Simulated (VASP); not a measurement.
Runs of VASP 6.6.1 on Zn. The structure is that of space group P6/mmm (No. 191), or close to it. The cells are those of the table. 

| task | cell | cutoff (eV) | gap on the mesh (eV) | pressure (GPa) |
| --- | --- | --- | --- | --- |
| single point | a = 2.272, b = 2.272, c = 2.285 Å, angles 90.0, 90.0, 120.0°, 1 atom | 520 | none | 102.2 |
| single point | a = 2.572, b = 2.572, c = 3.074 Å, angles 90.0, 90.0, 120.0°, 1 atom | 520 | none | (a) |
| relaxation of shape and atoms at fixed volume | relaxed from a = 1.942, b = 1.942, c = 2.320 Å, angles 90.0, 90.0, 120.0°, 1 atom | 600 | none | 341.1 |
| single point | a = 2.382, b = 2.382, c = 2.437 Å, angles 90.0, 90.0, 120.0°, 1 atom | 520 | none | 47.5 |
| single point | a = 2.072, b = 2.072, c = 2.037 Å, angles 90.0, 90.0, 120.0°, 1 atom | 520 | none | 341.3 |
| single point | a = 2.479, b = 2.479, c = 2.582 Å, angles 90.0, 90.0, 120.0°, 1 atom | 520 | none | (b) |
| single point | a = 2.541, b = 2.541, c = 2.772 Å, angles 90.0, 90.0, 120.0°, 1 atom | 520 | none | 7.4 |

Alike in all rows: level PBE; potentials or basis VASP PAW PBE potentials, release 64 (Zn); no spin polarisation; k mesh 16 × 16 × 15; smearing fermi-dirac 0.1 eV.

Problem. Fill in the values left out.

Solution. (a) 0.3; (b) 20.7.

A gap of «none» marks levels without a gap at the run's occupations.
